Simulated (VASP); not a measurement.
## V: single point with r2SCAN+rVV10+U

V:

```
V
1.0
     0.00000    1.89500    1.89500
     1.89500    0.00000    1.89500
     1.89500    1.89500    0.00000
V
1
Direct
  0.00000 0.00000 0.00000
```

This isn't the form of V at room conditions, which is bcc.

```
Program             : VASP 6.6.1
Task                : single point
Functional          : r2SCAN
Dispersion          : rVV10
Potentials or basis : VASP PAW PBE potentials, release 64 (V_sv)
Cutoff              : 520 eV
k mesh              : 12 × 12 × 12
Occupations         : fermi-dirac, width 0.1 eV
Spin                : collinear spin, ferromagnetic start
Starting moments    : [2.0] μB
Hubbard terms       : V d U = 5.3 eV
```

- Pressure: 67.6 GPa
- Net moment: 2.98 μB per cell
- Site moments: V +2.70 μB
- Valence electrons inside the program's atomic spheres: V 11.71

Levels at points of the mesh, in eV from the Fermi level:
Spin up:
| k point | band 6 | band 7 | band 8 | band 9 | band 10 | band 11 |
| --- | --- | --- | --- | --- | --- | --- |
| (0.00, 0.00, 0.00) | -3.56 | -3.56 | -3.56 | 3.44 | 3.44 | 16.01 |
| (0.50, 0.00, 0.00) | -2.29 | -2.29 | -0.76 | 3.13 | 3.13 | 6.94 |
| (0.50, 0.50, 0.00) | -3.50 | -0.13 | -0.13 | 1.69 | 4.84 | 12.59 |
Spin down:
```tsv
k point	band 2	band 3	band 4	band 5	band 6	band 7	band 8	band 9	band 10
(0.00, 0.00, 0.00)	-36.73	-36.73	-36.73	-7.22	4.72	4.72	4.72	5.35	5.35
(0.50, 0.00, 0.00)	-37.71	-36.84	-36.84	-0.95	0.54	3.30	3.31	7.81	7.81
(0.50, 0.50, 0.00)	-37.62	-37.06	-37.06	-2.48	1.10	4.15	6.64	8.68	8.68
```

Eigenvalues of the final occupation matrices:
```tsv
site	spin	trace	eigenvalues
site 1 d	1	2.88	0.18 0.18 0.84 0.84 0.84
site 1 d	2	0.28	0.02 0.02 0.02 0.11 0.11
```

It took 71 s on 1 thread of AMD EPYC 9R45 96-Core Processor (Zen 5), on a shared host, peak memory 0.17 GiB.

Caveat: the cell stands under pressure; the PAW data sets were made with another functional, which shifts forces and pressure a little; the U is typed as a test and isn't derived for this compound. The state reached can hang on the start; a lower one may exist.
